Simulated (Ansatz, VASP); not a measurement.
## TiCo in VASP and in Ansatz

```
Ti Co
1.0
     3.04364    0.00000    0.00000
     0.00000    3.04364    0.00000
     0.00000    0.00000    3.04364
Ti Co
1 1
Direct
  0.00000 0.00000 0.00000
  0.50000 0.50000 0.50000
```

Alike in both runs: task single point; functional PBE; k mesh 18 × 18 × 18; occupations gaussian, width 0.1 eV; collinear spin.

|  | VASP | Ansatz |
| --- | --- | --- |
| version | VASP 6.6.1 | Ansatz 0.2.0 |
| potentials or method | VASP PAW PBE potentials, release 64 (Ti_sv, Co), cutoff 520 eV | scalar-relativistic, plane waves, PAW |
| valence electrons in the cell | 21 | 29 |

```csv
,VASP,Ansatz,Ansatz less VASP
gap on the k mesh at the Fermi level (eV),none,none,-
pressure (GPa),-8.9,-8.5,+0.33
net moment per atom (μB),0.45,0.45,+0.002
size of the moment on the site where the two differ most (μB),1.04,1.07,+0.029
```

Site moments also hang on the region over which each program counts them. A gap of «none» marks a metal or a gap that the smearing closes. VASP's potentials hold 21 valence electrons a cell and Ansatz's 29, so a difference there can come from the potentials and not from the codes.
